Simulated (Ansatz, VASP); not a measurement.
In in VASP and in Ansatz

File INCAR:

```
SYSTEM = In
PREC = Accurate
ENCUT = 520
EDIFF = 1E-6
ISMEAR = 0
SIGMA = 0.15
LREAL = .FALSE.
LASPH = .TRUE.
NELM = 100
ALGO = Fast
ISIF = 2
LWAVE = .FALSE.
LCHARG = .FALSE.
GGA = PS
NBANDS = 12
```

KPOINTS

```
regular mesh
0
G
  20 20 20
  0 0 0
```

Contents of POSCAR:

```
In
1.0
   -1.6505422500      1.6505422500      2.4368407500
    1.6505422500     -1.6505422500      2.4368407500
    1.6505422500      1.6505422500     -2.4368407500
In
1
Direct
    0.0000000000      0.0000000000      0.0000000000
```

Input for Ansatz:

```yaml
crystal:
  lattice:
    - [-1.65054225, 1.65054225, 2.43684075]
    - [1.65054225, -1.65054225, 2.43684075]
    - [1.65054225, 1.65054225, -2.43684075]
  atoms:
    - { symbol: In, position: [0.0, 0.0, 0.0] }
basis:
  ecutwfc: 420
kpoints:
  mp_grid: { grid: [20, 20, 20] }
hamiltonian:
  xc: pbesol
scf:
  occupations: { method: gaussian, width: 0.15 }
output:
  forces: true
  stress: true
  eigenvalues: true
```

Change from the starting cell: strain +0.015 along x and y, -0.015 along z, atoms carried along.

Alike in both runs: task single point; functional PBEsol; k mesh 20 × 20 × 20; occupations gaussian, width 0.15 eV; no spin polarisation.

|  | VASP | Ansatz |
| --- | --- | --- |
| version | VASP 6.6.1 | Ansatz 0.2.0 |
| potentials or method | VASP PAW PBE potentials, release 64 (In_d), cutoff 520 eV | scalar-relativistic, plane waves, PAW |
| valence electrons in the cell | 13 | 13 |

|  | VASP | Ansatz | Ansatz less VASP |
| --- | --- | --- | --- |
| gap on the k mesh at the Fermi level (eV) | none | none | - |
| pressure (GPa) | -1.5 | -1.5 | +0.01 |

VASP's potentials were made for PBE, not for PBEsol. A gap of «none» marks a metal or a gap that the smearing closes.
